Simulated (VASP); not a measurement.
Cd3W: single point with PBE

Cd3W:

```
CELL_PARAMETERS angstrom
-2.06308 2.06308 4.58930
2.06308 -2.06308 4.58930
2.06308 2.06308 -4.58930
ATOMIC_POSITIONS crystal
Cd 0.50000 0.50000 0.00000
Cd 0.25000 0.75000 0.50000
Cd 0.75000 0.25000 0.50000
W 0.00000 0.00000 0.00000
```

```json
{
  "Program": "VASP 6.6.1",
  "Task": "single point",
  "Functional": "PBE",
  "Potentials or basis": "VASP PAW PBE potentials, release 64 (Cd, W_sv)",
  "Cutoff": "520 eV",
  "k mesh": "6 × 6 × 6",
  "Occupations": "gaussian, width 0.1 eV",
  "Spin": "no spin polarisation"
}
```

```yaml
Pressure: 0.5 GPa
Band_gap_on_the_k_mesh: zero (bands 25 and 26 overlap by 1.26 eV)
```

Stress tensor (GPa, compression positive):
```
0.57 0.00 0.00
0.00 0.57 0.00
0.00 0.00 0.39
```

Levels at points of the mesh, in eV from the Fermi level:
```
           k point  band 21  band 22  band 23  band 24  band 25  band 26  band 27  band 28  band 29  band 30
(0.00, 0.00, 0.00)    -1.62    -0.97    -0.83    -0.65    -0.65     0.94     3.79     4.00     4.00     4.00
(0.50, 0.00, 0.00)    -5.25    -2.76    -1.01    -0.74    -0.26     0.19     0.73     3.00     5.14     5.42
(0.50, 0.50, 0.00)    -2.87    -2.32    -1.82    -1.33    -1.23    -0.71     0.97     1.43     3.57     3.60
(0.50, 0.50, 0.50)    -6.46    -0.94    -0.06     0.55     0.55     0.66     0.66     0.89     5.48     5.78
```

Wall time 74 s on 1 thread of Intel(R) Xeon(R) Platinum 8259CL CPU @ 2.50GHz (Skylake/Cascade Lake) (shared host), peak memory 0.27 GiB.

Caveat: spin-orbit coupling is left out, which moves the levels of the heavy elements.
